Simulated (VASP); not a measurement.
# Ge (I4_1/amd) in VASP: a series of runs

Runs on Ge. Level: PBEsol. Tasks: single point.

Everything below comes from runs of VASP 6.6.1. Logs are shortened: lines on timing, memory, paths and dates and some standing lists are left out, and cuts for length are marked.

## 1. The cell of the first run

The structure is tetragonal, space group I4_1/amd (No. 141). Conventional cell: a = 5.226 Å, b = 5.226 Å, c = 2.711 Å, α = 90.00°, β = 90.00°, γ = 90.00°. Within 3.6 Å of Ge (site symmetry -4m2) lie 10 Ge at 2.70 to 3.31 Å.

## 2. Single point, PBEsol (strain +0.015 along x and y, -0.030 along z)

File INCAR:

```
PREC = Accurate
ENCUT = 520
EDIFF = 1E-6
ISMEAR = 0
SIGMA = 0.15
LREAL = F
LASPH = T
NELM = 100
ALGO = Normal
ISIF = 2
LWAVE = F
LCHARG = T
GGA = PS
LELF = T
LVHAR = T
NBANDS = 21
```

File KPOINTS:

```
regular mesh
0
Gamma
  20 20 20
```

File POSCAR:

```
Ge
1.0
   -2.6131070648      2.6131070648      1.3554902639
    2.6131070648     -2.6131070648      1.3554902639
    2.6131070648      2.6131070648     -1.3554902639
Ge
2
Direct
    0.2500000000      0.7500000000      0.5000000000
    0.5000000000      0.5000000000      0.0000000000
```

Potentials or basis: VASP PAW PBE potentials, release 64 (Ge_d).

Started as:

```
$ cat potpaw_PBE.64/Ge_d/POTCAR > POTCAR
$ mpirun -np 1 vasp_std > vasp.out
```

OUTCAR:

```text
PREC = Accurate
   ENCUT = 520
   EDIFF = 1E-6
   ISMEAR = 0
   LREAL = F
   LASPH = T
   NELM = 100
   ISIF = 2
   GGA = PS

 ion  position               nearest neighbor table
   1  0.250  0.750  0.500-   2 2.70   2 2.70   2 2.70   2 2.70
   2  0.500  0.500  0.000-   1 2.70   1 2.70   1 2.70   1 2.70

  LATTYP: Found a body centered tetragonal cell.
 ALAT       =     5.2262141296
 C/A-ratio  =     0.5187274116

  Lattice vectors:

 A1 = (  -2.6131070648,   2.6131070648,   1.3554902639)
 A2 = (   2.6131070648,  -2.6131070648,   1.3554902639)
 A3 = (   2.6131070648,   2.6131070648,  -1.3554902639)

Analysis of symmetry for initial positions (statically):
=====================================================================
 Subroutine PRICEL returns:
 Original cell was already a primitive cell.

 Routine SETGRP: Setting up the symmetry group for a
 body centered tetragonal supercell.

 Subroutine GETGRP returns: Found 16 space group operations
 (whereof  8 operations were pure point group operations)
 out of a pool of 16 trial point group operations.

The static configuration has the point symmetry D_2d.
 The point group associated with its full space group is D_4h.

Analysis of symmetry for dynamics (positions and initial velocities):
=====================================================================
 Subroutine PRICEL returns:
 Original cell was already a primitive cell.

 Routine SETGRP: Setting up the symmetry group for a
 body centered tetragonal supercell.

 Subroutine GETGRP returns: Found 16 space group operations
 (whereof  8 operations were pure point group operations)
 out of a pool of 16 trial point group operations.

The dynamic configuration has the point symmetry D_2d.
 The point group associated with its full space group is D_4h.

 Subroutine INISYM returns: Found 16 space group operations
 (whereof  8 operations are pure point group operations),
 and found     1 'primitive' translations

----------------------------------------------------------------------------------------

                                     Primitive cell

  volume of cell :      37.0229

  direct lattice vectors                    reciprocal lattice vectors
    -2.613107065  2.613107065  1.355490264     0.000000000  0.191343098  0.368870226
[... 76 lines left out ...]
 SYSTEM =  unknown system
   PREC   = accura    normal or accurate (medium, high low for compatibility)
   ISTART =      0    job   : 0-new  1-cont  2-samecut
   ICHARG =      2    charge: 1-file 2-atom 10-const
   ISPIN  =      1    spin polarized calculation?
   LNONCOLLINEAR =      F non collinear calculations
   LSORBIT =      F    spin-orbit coupling
   LASPH  =      T    aspherical Exc in radial PAW
   ENCUT  =  520.0 eV  38.22 Ry    6.18 a.u.   7.32  7.32  7.32*2*pi/ulx,y,z
   NELM   =    100;   NELMIN=  2; NELMDL= -5     # of ELM steps
   EDIFF  = 0.1E-05   stopping-criterion for ELM
   LREAL  =      F    real-space projection
   EDIFFG = 0.1E-04   stopping-criterion for IOM
   NSW    =      0    number of steps for IOM
   IBRION =     -1    ionic relax: 0-MD 1-quasi-New 2-CG
   NFREE  =      0    steps in history (QN), initial steepest desc. (CG)
   ISIF   =      2    stress and relaxation
   ISYM   =      2    0-nonsym 1-usesym 2-fastsym
   POTIM  = 0.5000    time-step for ionic-motion
   TEBEG  =    0.0;   TEEND  =   0.0 temperature during run
   PSTRESS=    0.0 pullay stress
   NELECT =      28.0000    total number of electrons
   NUPDOWN=      -1.0000    fix difference up-down
   EMIN   =  10.00;   EMAX   =-10.00  energy-range for DOS
   EFERMI =   0.00;   METHOD = LEGACY
   ISMEAR =     0;   SIGMA  =   0.15  broadening in eV -4-tet -1-fermi 0-gaus
   EFERMI_NEDOS =   21; number of points for ismear=-14 and -15
   IALGO  =     38    algorithm
   IMIX   =      4    mixing-type and parameters
     AMIX     =   0.40;   BMIX     =  1.00
     AMIX_MAG =   1.60;   BMIX_MAG =  1.00
  volume/ion in A,a.u.               =      18.51       124.92
  Fermi-wavevector in a.u.,A,eV,Ry     =   1.491548  2.818617 30.269092  2.224716
  Thomas-Fermi vector in A             =   2.604189
   LORBIT       =      0    0 simple, 1 ext, 2 COOP (PROOUT), +10 PAW based schemes
   GGA     = PS    functional components
   LHFCALC =     F    Hartree Fock is set to
   AEXX    =    0.0000 exact exchange contribution
   IVDW    =     0    specifies the selected vdW correction
   LEPSILON=     F    determine dielectric tensor
   LRPA    =     F    only Hartree local field effects (RPA)
 non-spin polarized calculation
 Gauss-broadening in eV      SIGMA  =   0.15
  energy-cutoff  :      520.00
  volume of cell :       37.02
 maximum number of plane-waves:      1025
 NGX is ok and might be reduce to    30
   NGX = 15   NGY = 15   NGZ = 15

 number of electron      28.0000003 magnetization

 Free energy of the ion-electron system (eV)
  ---------------------------------------------------
  ext. energy  EPLUGINS =         0.00000000
  ---------------------------------------------------
  free energy    TOTEN  =        -9.52092258 eV

  energy without entropy =       -9.51145573  energy(sigma->0) =       -9.51618916

 E-fermi :   6.6326     XC(G=0): -11.4711

 val. band max:        6.6304159219   @ k =  -0.3000   0.4000   0.1000
 cond. band min:       6.6327478067   @ k =   0.1500   0.1500   0.1500
 fundamental gap:      0.0023318848
 Fermi energy:         6.6326379716

 k-point     1 :       0.0000    0.0000    0.0000
  band No.  band energies     occupation
      1     -18.0025      2.00000
      2     -17.9908      2.00000
      3     -17.9606      2.00000
      4     -17.9307      2.00000
      5     -17.8156      2.00000
      6     -17.8156      2.00000
[... 565 lines left out ...]
     20      15.5398      0.00000
     21      17.2840      0.00000

 [... further k-points ...]
[... 5 lines left out ...]
  --------------------------------------------------------------------------------------
  -------------------------------------------------------------------------------------
  Total       -0.5090340     -0.5090340      0.6429218      0.0000000      0.0000000      0.0000000
  in kB      -22.0285839    -22.0285839     27.8226143      0.0000000      0.0000000      0.0000000
  external PRESSURE =      -5.4115179 kB  Pullay stress =       0.0000000 kB

 VOLUME and BASIS-vectors are now :
 -----------------------------------------------------------------------------
  energy-cutoff  :      520.00
  volume of cell :       37.02
      direct lattice vectors                 reciprocal lattice vectors
    -2.613107065  2.613107065  1.355490264     0.000000000  0.191343098  0.368870226
     2.613107065 -2.613107065  1.355490264     0.191343098  0.000000000  0.368870226
     2.613107065  2.613107065 -1.355490264     0.191343098  0.191343098  0.000000000

 POSITION                                       TOTAL-FORCE (eV/Angst)
 -----------------------------------------------------------------------------------
      2.61311     -0.00000      0.67775        -0.000000      0.000000      0.000000
      0.00000      0.00000      1.35549         0.000000     -0.000000     -0.000000
 -----------------------------------------------------------------------------------
    total drift:                                0.000000     -0.000000      0.000000

  FREE ENERGIE OF THE ION-ELECTRON SYSTEM (eV)
  ---------------------------------------------------
  free  energy   TOTEN  =        -9.5209225817 eV

  energy  without entropy=       -9.5114557332  energy(sigma->0) =       -9.51618916
```

Run time: 2.8 min. Hardware: 1 thread of Intel Xeon 6975P-C (Granite Rapids), shared host; peak memory 0.48 GiB.

Results:

- Free energy: -9.5209 eV
- Pressure: -0.5 GPa
- Band gap on the k mesh: zero (band 14 reaches 8.25 eV, above the bottom of band 15 at 3.33 eV)

Caveat: the cell differs from its parent crystal (strain +0.015 along x and y, -0.030 along z); the PAW data sets were made with another functional, which shifts forces and pressure a little.

## 3. Single point, PBEsol (strain -0.015 along x and y, +0.015 along z)

File INCAR:

```
ALGO     = Normal         # electronic algorithm
EDIFF    = 1E-6           # SCF threshold, eV
ENCUT    = 520            # plane-wave cutoff, eV
GGA      = PS             # functional
ISIF     = 2              # what is computed and relaxed
ISMEAR   = 0              # smearing method
LASPH    = T              # aspherical terms in the spheres
LCHARG   = F              # write CHGCAR
LREAL    = F              # projectors in reciprocal space
LWAVE    = F              # write WAVECAR
NBANDS   = 21             # bands
NELM     = 100            # most SCF steps
PREC     = Accurate       # precision mode
SIGMA    = 0.15           # smearing width, eV
```

File KPOINTS:

```
k-points
0
Gamma
  20 20 20
```

File POSCAR:

```
Ge
1.0
   -2.5358723732      2.5358723732      1.4183738328
    2.5358723732     -2.5358723732      1.4183738328
    2.5358723732      2.5358723732     -1.4183738328
Ge
2
Direct
    0.2500000000      0.7500000000      0.5000000000
    0.5000000000      0.5000000000      0.0000000000
```

Potentials or basis: VASP PAW PBE potentials, release 64 (Ge_d).

Started as:

```
$ cat potpaw_PBE.64/Ge_d/POTCAR > POTCAR
$ mpirun -np 1 vasp_std > vasp.out
```

It took 2.7 min on 1 thread of Intel Xeon 6975P-C (Granite Rapids), shared host; peak memory 0.47 GiB.

The run converged. Its results:

| Quantity | Value |
| --- | --- |
| Free energy | -9.5399 eV |
| Pressure | 0.5 GPa |
| Band gap on the k mesh | zero (band 14 reaches 8.78 eV, above the bottom of band 15 at 3.31 eV) |

Stress tensor (GPa, compression positive):
```
 0.86  0.00  0.00
 0.00  0.86  0.00
 0.00  0.00 -0.29
```

Levels at points of the mesh, in eV from the Fermi level:
```csv
k point,band 12,band 13,band 14,band 15,band 16,band 17
"(0.00, 0.00, 0.00)",-3.64,-2.24,-2.24,3.35,7.75,7.94
"(0.50, 0.00, 0.00)",-6.57,-2.57,-1.93,-1.53,2.39,3.67
"(0.50, 0.50, 0.00)",-10.59,0.79,0.79,2.25,2.25,7.07
"(0.50, 0.50, 0.50)",-8.76,-5.99,-5.99,5.56,5.56,11.61
```

Caveat: the cell differs from its parent crystal (strain -0.015 along x and y, +0.015 along z); the PAW data sets were made with another functional, which shifts forces and pressure a little.
